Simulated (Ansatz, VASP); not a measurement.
# One calculation of SnSe2, two programs

The input INCAR:

```
  PREC = Accurate
  ENCUT = 500
  EDIFF = 1E-6
  ISMEAR = 0
  SIGMA = 0.03
  LREAL = F
  LASPH = T
  NELM = 120
  ALGO = Normal
  ISIF = 2
  LWAVE = F
  LCHARG = F
  GGA = PE
  IVDW = 12
  NBANDS = 20
  GGA_COMPAT = F
```

The input KPOINTS:

```
Automatic mesh
0
Gamma
  12 12 6
```

Contents of POSCAR:

```
SnSe2
1.0
    3.9720049504      0.0000000000      0.0000000000
   -1.9860024752      3.4398571910      0.0000000000
    0.0000000000      0.0000000000      6.2164380560
Sn Se
1 2
Direct
    0.0000000000      0.0000000000      0.0000000000
    0.3333333333      0.6666666667      0.2651331237
    0.6666666667      0.3333333333      0.7348668763
```

Input for Ansatz:

```yaml
crystal:
  lattice:
    - [3.9720049504, 0.0, 0.0]
    - [-1.9860024752, 3.439857191, 0.0]
    - [0.0, 0.0, 6.216438056]
  atoms:
    - { symbol: Sn, position: [0.0, 0.0, 0.0] }
    - { symbol: Se, position: [0.3333333333, 0.6666666667, 0.2651331237] }
    - { symbol: Se, position: [0.6666666667, 0.3333333333, 0.7348668763] }
basis:
  ecutwfc: 420
kpoints:
  mp_grid: { grid: [12, 12, 6] }
hamiltonian:
  xc: pbe
  dispersion: d3bj
scf:
  occupations: { method: gaussian, width: 0.03 }
output:
  forces: true
  stress: true
  eigenvalues: true
```

Alike in both runs: task single point; functional PBE; dispersion D3(BJ); k mesh 12 × 12 × 6; occupations gaussian, width 0.03 eV; no spin polarisation.

|  | VASP | Ansatz |
| --- | --- | --- |
| version | VASP 6.6.1 | Ansatz 0.2.0 |
| potentials or method | VASP PAW PBE potentials, release 64 (Sn_d, Se), cutoff 500 eV | scalar-relativistic, plane waves, PAW |
| valence electrons in the cell | 26 | 46 |

Ansatz gave:

* gap on the k mesh at the Fermi level (eV): 0.25
* least direct gap on the mesh (eV): 0.50
* pressure (GPa): -5.3
* traceless stress, the component that is largest in VASP (GPa): -0.05
* rms of the force components (eV/Å): 0.312

What did VASP give for the same quantities?

gap on the k mesh at the Fermi level (eV): 0.25; least direct gap on the mesh (eV): 0.49; pressure (GPa): -5.3; traceless stress, the component that is largest in VASP (GPa): -0.05; rms of the force components (eV/Å): 0.308.

Atom by atom the forces differ by 0.004 eV/Å (rms over components). VASP's potentials hold 26 valence electrons a cell and Ansatz's 46, so a difference there can come from the potentials and not from the codes.
